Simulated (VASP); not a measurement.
# Na16H (a cell with a defect) in VASP: single point with PBE

Aim: the single point of Na16H (a cell with a defect) with PBE.

Program: VASP 6.6.1. These are calculated values, not measurements. Logs are shortened: lines on timing, memory, paths and dates and some standing lists are left out, and cuts for length are marked.

**1. The cell of the first run**

The cell holds a defect, 17 atoms: a = 8.460 Å, b = 8.460 Å, c = 8.460 Å, α = 90.00°, β = 90.00°, γ = 90.00°.

**2. Single point, PBE**

INCAR reads:

```
PREC = Accurate
ENCUT = 520
EDIFF = 1E-7
ISMEAR = -1
SIGMA = 0.05
LREAL = Auto
LASPH = True
NELM = 100
ALGO = Normal
ISIF = 2
LWAVE = False
LCHARG = False
GGA = PE
NBANDS = 70
```

KPOINTS reads:

```
Automatic mesh
0
Gamma
  2 2 2
```

POSCAR reads:

```
Na16H
1.0
    8.4600000000      0.0000000000      0.0000000000
    0.0000000000      8.4600000000      0.0000000000
    0.0000000000      0.0000000000      8.4600000000
Na H
16 1
Direct
    0.0728723404      0.0831914894      0.0194326241
    0.5078250591     -0.0864539007      0.1042553191
    0.0152482270      0.5269503546     -0.1126004728
   -0.0246453901     -0.0757328605      0.5326832151
    0.3547990544      0.3068203310      0.2400000000
    0.4723758865      0.5117375887     -0.0869858156
    0.4698463357     -0.0857801418      0.4884751773
    0.7664775414      0.2759574468      0.2237706856
   -0.0357092199      0.5437234043      0.5352364066
    0.1868557920      0.6833215130      0.2378368794
    0.2343498818      0.2103664303      0.6549172577
    0.5178250591      0.5595390071      0.5532860520
    0.7425650118      0.6641725768      0.2507801418
    0.7402009456      0.2327659574      0.7397754137
    0.2536288416      0.8372576832      0.7966075650
    0.7324704492      0.7988297872      0.8303309693
    0.7182742317      0.5260165485      0.7558628842
```

Potentials or basis: VASP PAW PBE potentials, release 64 (Na_pv, H).

Started as:

```
> cat potpaw_PBE.64/Na_pv/POTCAR potpaw_PBE.64/H/POTCAR > POTCAR
> mpirun -np 1 vasp_std > vasp.out
```

OUTCAR:

```text
PREC = Accurate
   ENCUT = 520
   EDIFF = 1E-7
   ISMEAR = -1
   LREAL = Auto
   LASPH = True
   NELM = 100
   ISIF = 2
   GGA = PE

 ion  position               nearest neighbor table
   1  0.073  0.083  0.019-
   2  0.508  0.914  0.104-
   3  0.015  0.527  0.887-
   4  0.975  0.924  0.533-
   5  0.355  0.307  0.240-
   6  0.472  0.512  0.913-
[... 9 lines left out ...]
  16  0.732  0.799  0.830-
  17  0.718  0.526  0.756-

  LATTYP: Found a simple cubic cell.
 ALAT       =     8.4600000000

  Lattice vectors:

 A1 = (   8.4600000000,   0.0000000000,   0.0000000000)
 A2 = (   0.0000000000,   8.4600000000,   0.0000000000)
 A3 = (   0.0000000000,   0.0000000000,   8.4600000000)

Analysis of symmetry for initial positions (statically):
=====================================================================
 Subroutine PRICEL returns:
 Original cell was already a primitive cell.

 Routine SETGRP: Setting up the symmetry group for a
 simple cubic supercell.

 Subroutine GETGRP returns: Found  1 space group operations
 (whereof  1 operations were pure point group operations)
 out of a pool of 48 trial point group operations.

The static configuration has the point symmetry C_1 .

Analysis of symmetry for dynamics (positions and initial velocities):
=====================================================================
 Subroutine PRICEL returns:
 Original cell was already a primitive cell.

 Routine SETGRP: Setting up the symmetry group for a
 simple cubic supercell.

 Subroutine GETGRP returns: Found  1 space group operations
 (whereof  1 operations were pure point group operations)
 out of a pool of 48 trial point group operations.

The dynamic configuration has the point symmetry C_1 .

 Subroutine INISYM returns: Found  1 space group operations
 (whereof  1 operations are pure point group operations),
 and found     1 'primitive' translations

----------------------------------------------------------------------------------------

                                     Primitive cell

  volume of cell :     605.4957

  direct lattice vectors                    reciprocal lattice vectors
     8.460000000  0.000000000  0.000000000     0.118203310  0.000000000  0.000000000
     0.000000000  8.460000000  0.000000000     0.000000000  0.118203310  0.000000000
     0.000000000  0.000000000  8.460000000     0.000000000  0.000000000  0.118203310

  length of vectors
     8.460000000  8.460000000  8.460000000     0.118203310  0.118203310  0.118203310

  position of ions in fractional coordinates (direct lattice)
     0.072872340  0.083191489  0.019432624
     0.507825059  0.913546099  0.104255319
     0.015248227  0.526950355  0.887399527
     0.975354610  0.924267140  0.532683215
     0.354799054  0.306820331  0.240000000
     0.472375886  0.511737589  0.913014184
[... 9 lines left out ...]
     0.732470449  0.798829787  0.830330969
     0.718274232  0.526016549  0.755862884

  ion indices of the primitive-cell ions
   primitive index   ion index
                 1           1
                 2           2
                 3           3
                 4           4
                 5           5
                 6           6
[... 9 lines left out ...]
                16          16
                17          17

----------------------------------------------------------------------------------------

 KPOINTS: Automatic mesh

Automatic generation of k-mesh.
 Grid dimensions read from file:
 generate k-points for:    2    2    2

 Generating k-lattice:

  Cartesian coordinates                     Fractional coordinates (reciprocal lattice)
     0.059101655  0.000000000  0.000000000     0.500000000  0.000000000  0.000000000
     0.000000000  0.059101655  0.000000000     0.000000000  0.500000000  0.000000000
     0.000000000  0.000000000  0.059101655     0.000000000  0.000000000  0.500000000

  Length of vectors
     0.059101655  0.059101655  0.059101655

  Shift w.r.t. Gamma in fractional coordinates (k-lattice)
     0.000000000  0.000000000  0.000000000

 Subroutine IBZKPT returns following result:
 ===========================================

 Found      8 irreducible k-points:

 Following reciprocal coordinates:
            Coordinates               Weight
  0.000000  0.000000  0.000000      1.000000
  0.500000  0.000000  0.000000      1.000000
  0.000000  0.500000  0.000000      1.000000
  0.000000  0.000000  0.500000      1.000000
  0.500000  0.500000  0.000000      1.000000
  0.000000  0.500000  0.500000      1.000000
  0.500000  0.000000  0.500000      1.000000
  0.500000  0.500000  0.500000      1.000000
   k-points           NKPTS =      8   k-points in BZ     NKDIM =      8   number of bands    NBANDS=     70
   number of dos      NEDOS =    301   number of ions     NIONS =     17
   total plane-waves  NPLWV = 262144
   dimension x,y,z NGX =    64 NGY =   64 NGZ =   64
   dimension x,y,z NGXF=   128 NGYF=  128 NGZF=  128
   ions per type =              16   1
   NGX,Y,Z   is equivalent  to a cutoff of  12.58, 12.58, 12.58 a.u.
   NGXF,Y,Z  is equivalent  to a cutoff of  25.15, 25.15, 25.15 a.u.
 SYSTEM =  unknown system
   PREC   = accura    normal or accurate (medium, high low for compatibility)
   ISTART =      0    job   : 0-new  1-cont  2-samecut
   ICHARG =      2    charge: 1-file 2-atom 10-const
   ISPIN  =      1    spin polarized calculation?
   LNONCOLLINEAR =      F non collinear calculations
   LSORBIT =      F    spin-orbit coupling
   LASPH  =      T    aspherical Exc in radial PAW
   ENCUT  =  520.0 eV  38.22 Ry    6.18 a.u.  15.73 15.73 15.73*2*pi/ulx,y,z
   NELM   =    100;   NELMIN=  2; NELMDL= -5     # of ELM steps
   EDIFF  = 0.1E-06   stopping-criterion for ELM
   LREAL  =      T    real-space projection
   EDIFFG = 0.1E-05   stopping-criterion for IOM
   NSW    =      0    number of steps for IOM
   IBRION =     -1    ionic relax: 0-MD 1-quasi-New 2-CG
   NFREE  =      0    steps in history (QN), initial steepest desc. (CG)
   ISIF   =      2    stress and relaxation
   ISYM   =      2    0-nonsym 1-usesym 2-fastsym
   POTIM  = 0.5000    time-step for ionic-motion
   TEBEG  =    0.0;   TEEND  =   0.0 temperature during run
   PSTRESS=    0.0 pullay stress
   NELECT =     113.0000    total number of electrons
   NUPDOWN=      -1.0000    fix difference up-down
   EMIN   =  10.00;   EMAX   =-10.00  energy-range for DOS
   EFERMI =   0.00;   METHOD = LEGACY
   ISMEAR =    -1;   SIGMA  =   0.05  broadening in eV -4-tet -1-fermi 0-gaus
   EFERMI_NEDOS =   21; number of points for ismear=-14 and -15
   IALGO  =     38    algorithm
   IMIX   =      4    mixing-type and parameters
     AMIX     =   0.40;   BMIX     =  1.00
     AMIX_MAG =   1.60;   BMIX_MAG =  1.00
  volume/ion in A,a.u.               =      35.62       240.36
  Fermi-wavevector in a.u.,A,eV,Ry     =   0.935543  1.767921 11.908383  0.875241
  Thomas-Fermi vector in A             =   2.062462
   LORBIT       =      0    0 simple, 1 ext, 2 COOP (PROOUT), +10 PAW based schemes
   GGA     = PE    functional components
   LHFCALC =     F    Hartree Fock is set to
   AEXX    =    0.0000 exact exchange contribution
   IVDW    =     0    specifies the selected vdW correction
   LEPSILON=     F    determine dielectric tensor
   LRPA    =     F    only Hartree local field effects (RPA)
 non-spin polarized calculation
  energy-cutoff  :      520.00
  volume of cell :      605.50
 maximum number of plane-waves:     16384
 NGX is ok and might be reduce to    64
   NGX = 31   NGY = 31   NGZ = 31

 number of electron     112.9999998 magnetization

 Free energy of the ion-electron system (eV)
  ---------------------------------------------------
  ext. energy  EPLUGINS =         0.00000000
  ---------------------------------------------------
  free energy    TOTEN  =       -22.73466215 eV

  energy without entropy =      -22.62567361  energy(sigma->0) =      -22.68016788

 E-fermi :   0.1633     XC(G=0):  -6.4471

 val. band max:        0.1519274461   @ k =   0.5000   0.5000   0.0000
 cond. band min:       0.1677498704   @ k =   0.5000   0.0000   0.5000
 fundamental gap:      0.0158224243
 Fermi energy:         0.1633149344

 k-point     1 :       0.0000    0.0000    0.0000
  band No.  band energies     occupation
      1     -24.9218      2.00000
      2     -24.9112      2.00000
      3     -24.9049      2.00000
      4     -24.8877      2.00000
      5     -24.8816      2.00000
      6     -24.8806      2.00000
[... 60 lines left out ...]
     67       1.5252      0.00000
     68       2.5762      0.00000

 k-point     2 :       0.5000    0.0000    0.0000
  band No.  band energies     occupation
      1     -24.9216      2.00000
      2     -24.9109      2.00000
      3     -24.9049      2.00000
      4     -24.8889      2.00000
      5     -24.8814      2.00000
      6     -24.8805      2.00000
[... 60 lines left out ...]
     67       1.9210      0.00000
     68       1.9863      0.00000

 k-point     3 :       0.0000    0.5000    0.0000
  band No.  band energies     occupation
      1     -24.9218      2.00000
      2     -24.9112      2.00000
      3     -24.9049      2.00000
      4     -24.8877      2.00000
      5     -24.8815      2.00000
      6     -24.8806      2.00000
[... 60 lines left out ...]
     67       1.9944      0.00000
     68       2.1100      0.00000

 k-point     4 :       0.0000    0.0000    0.5000
  band No.  band energies     occupation
      1     -24.9218      2.00000
      2     -24.9112      2.00000
      3     -24.9048      2.00000
      4     -24.8878      2.00000
      5     -24.8815      2.00000
      6     -24.8806      2.00000
[... 60 lines left out ...]
     67       1.9418      0.00000
     68       2.0673      0.00000

 k-point     5 :       0.5000    0.5000    0.0000
  band No.  band energies     occupation
      1     -24.9216      2.00000
      2     -24.9109      2.00000
      3     -24.9049      2.00000
      4     -24.8888      2.00000
      5     -24.8814      2.00000
      6     -24.8805      2.00000
[... 60 lines left out ...]
     67       2.5172      0.00000
     68       2.6517      0.00000

 k-point     6 :       0.0000    0.5000    0.5000
  band No.  band energies     occupation
      1     -24.9218      2.00000
      2     -24.9112      2.00000
      3     -24.9048      2.00000
      4     -24.8878      2.00000
      5     -24.8815      2.00000
      6     -24.8806      2.00000
[... 60 lines left out ...]
     67       2.4788      0.00000
     68       2.6089      0.00000

 k-point     7 :       0.5000    0.0000    0.5000
  band No.  band energies     occupation
      1     -24.9216      2.00000
      2     -24.9109      2.00000
      3     -24.9049      2.00000
      4     -24.8888      2.00000
      5     -24.8815      2.00000
      6     -24.8804      2.00000
[... 60 lines left out ...]
     67       2.4674      0.00000
     68       2.6124      0.00000

 k-point     8 :       0.5000    0.5000    0.5000
  band No.  band energies     occupation
      1     -24.9216      2.00000
      2     -24.9109      2.00000
      3     -24.9049      2.00000
      4     -24.8888      2.00000
      5     -24.8815      2.00000
      6     -24.8804      2.00000
[... 60 lines left out ...]
     67       2.6264      0.00000
     68       2.7126      0.00000
 [bands above 68 left out]

------------------------ aborting loop because EDIFF is reached ----------------------------------------

  FORCE on cell =-STRESS in cart. coord.  units (eV):
  Direction    XX          YY          ZZ          XY          YZ          ZX
  --------------------------------------------------------------------------------------
  -------------------------------------------------------------------------------------
  Total       -1.1056891      2.2122464      2.8314392     -1.1875212     -0.5633681     -0.9279475
  in kB       -2.9257184      5.8537341      7.4921546     -3.1422510     -1.4907052     -2.4554037
  external PRESSURE =       3.4733901 kB  Pullay stress =       0.0000000 kB

 VOLUME and BASIS-vectors are now :
 -----------------------------------------------------------------------------
  energy-cutoff  :      520.00
  volume of cell :      605.50
      direct lattice vectors                 reciprocal lattice vectors
     8.460000000  0.000000000  0.000000000     0.118203310  0.000000000  0.000000000
     0.000000000  8.460000000  0.000000000     0.000000000  0.118203310  0.000000000
     0.000000000  0.000000000  8.460000000     0.000000000  0.000000000  0.118203310

 POSITION                                       TOTAL-FORCE (eV/Angst)
 -----------------------------------------------------------------------------------
      0.61650      0.70380      0.16440        -0.134090     -0.056526      0.114603
      4.29620      7.72860      0.88200        -0.204343      0.310361     -0.102556
      0.12900      4.45800      7.50740        -0.034727     -0.138353      0.338192
      8.25150      7.81930      4.50650        -0.088314      0.225650     -0.232447
      3.00160      2.59570      2.03040        -0.084419     -0.070096      0.089738
      3.99630      4.32930      7.72410         0.038894     -0.086501      0.200825
[... 9 lines left out ...]
      6.19670      6.75810      7.02460         0.126618     -0.007384     -0.170115
      6.07660      4.45010      6.39460         0.059384     -0.106618     -0.010754
 -----------------------------------------------------------------------------------
    total drift:                               -0.000380      0.000423      0.001579

  FREE ENERGIE OF THE ION-ELECTRON SYSTEM (eV)
  ---------------------------------------------------
  free  energy   TOTEN  =       -22.7346621455 eV

  energy  without entropy=      -22.6256736090  energy(sigma->0) =      -22.68016788
```

It took 9.2 min on 1 thread of AMD EPYC, shared host; peak memory 0.61 GiB.

What came out:

| Quantity | Value |
| --- | --- |
| Free energy | -22.7347 eV |
| Pressure | 0.3 GPa |
| Largest force | 0.385 eV/Å |
| Band gap on the k mesh | zero (an odd number of electrons rules out a gap without spin polarisation) |

Forces on the atoms (eV/Å):
```
Na  -0.134 -0.057  0.115
Na  -0.204  0.310 -0.103
Na  -0.035 -0.138  0.338
Na  -0.088  0.226 -0.232
Na  -0.084 -0.070  0.090
Na   0.039 -0.087  0.201
Na   0.091  0.325 -0.023
Na   0.046 -0.127  0.083
Na   0.008 -0.266 -0.011
Na   0.073  0.123 -0.054
Na   0.057  0.280  0.014
Na  -0.011 -0.258 -0.077
Na   0.078  0.104 -0.182
Na  -0.072  0.017  0.003
Na   0.051 -0.268  0.020
Na   0.127 -0.007 -0.170
H    0.059 -0.107 -0.011
```

Caveat: the k points lie up to 0.37 Å⁻¹ apart, too coarse for converged energies and pressures of a metal.
